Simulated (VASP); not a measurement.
Wanted: the native input for a VASP 6.6.1 run.

| Item | Value |
| --- | --- |
| Task | relaxation of cell and atoms |
| Functional | PBE |
| Potentials or basis | VASP PAW PBE potentials, release 64 (Mg, Be, Te, O) |
| Cutoff | 600 eV |
| k mesh | 4 × 4 × 4 |
| Occupations | gaussian, width 0.1 eV |
| Spin | no spin polarisation |
| Dipole correction | no |
| Further INCAR settings | ALGO = Normal; EDIFF = 1e-06; IBRION = 2; EDIFFG = -0.04; NSW = 90; ISIF = 3 |

The structure of MgBe2Te2O lies in POSCAR:

```
MgBe2Te2O
1.0
    4.1513355000      0.0000000000      0.0000000000
    0.0000000000      4.1513355000      0.0000000000
    0.0000000000      0.0000000000      6.6514595200
Mg Be Te O
1 2 2 1
Direct
    0.0000000000      0.0000000000      0.6973040100
    0.5000000000      0.0000000000      0.9946200300
    0.0000000000      0.5000000000      0.9946200300
    0.5000000000      0.5000000000      0.8287479900
    0.0000000000      0.0000000000      0.1643839900
    0.5000000000      0.5000000000      0.3203240000
```

The cell was built from a structure type or drawn by symmetry, and may not be a known phase.

One way to write it, as run:

INCAR

```
SYSTEM = MgBe2Te2O
PREC = Accurate
ENCUT = 600
EDIFF = 1E-6
ISMEAR = 0
SIGMA = 0.1
LREAL = .False.
LASPH = .True.
NELM = 80
ALGO = Normal
ISIF = 3
LWAVE = .False.
LCHARG = .False.
GGA = PE
IBRION = 2
NSW = 90
EDIFFG = -0.04
```

KPOINTS

```
Automatic mesh
0
Gamma
  4 4 4
  0 0 0
```

Potentials or basis: VASP PAW PBE potentials, release 64 (Mg, Be, Te, O).

Launch:

```console
$ cat potpaw_PBE.64/Mg/POTCAR potpaw_PBE.64/Be/POTCAR potpaw_PBE.64/Te/POTCAR potpaw_PBE.64/O/POTCAR > POTCAR
$ mpirun -np 1 vasp_std > vasp.out
```

It gave:

- Relaxed volume: 21.38 Å³/atom
- Relaxed cell: a = 3.729 Å, b = 3.729 Å, c = 9.223 Å, α = 90.00°, β = 90.00°, γ = 90.00°
- Space group after relaxing (to 0.1 Å): P4mm (No. 99)
- Energy gained by relaxing: 1058.7 meV/atom
- Ionic steps: 53
- Pressure after relaxing: 0.0 GPa
- Largest force after relaxing: 0.034 eV/Å
- Band gap on the k mesh: zero (bands 12 and 13 overlap by 0.24 eV)

Caveat: the k points lie up to 0.42 Å⁻¹ apart in the final cell; semilocal functionals underestimate gaps, so a narrow gap can read as zero; a cell axis changed by over 15 % at a fixed basis, so the end point is rough; spin-orbit coupling is left out, which moves the levels of the heavy elements.

Wall time 44 min on 1 thread of Intel Xeon 8259CL (shared host), peak memory 0.32 GiB.
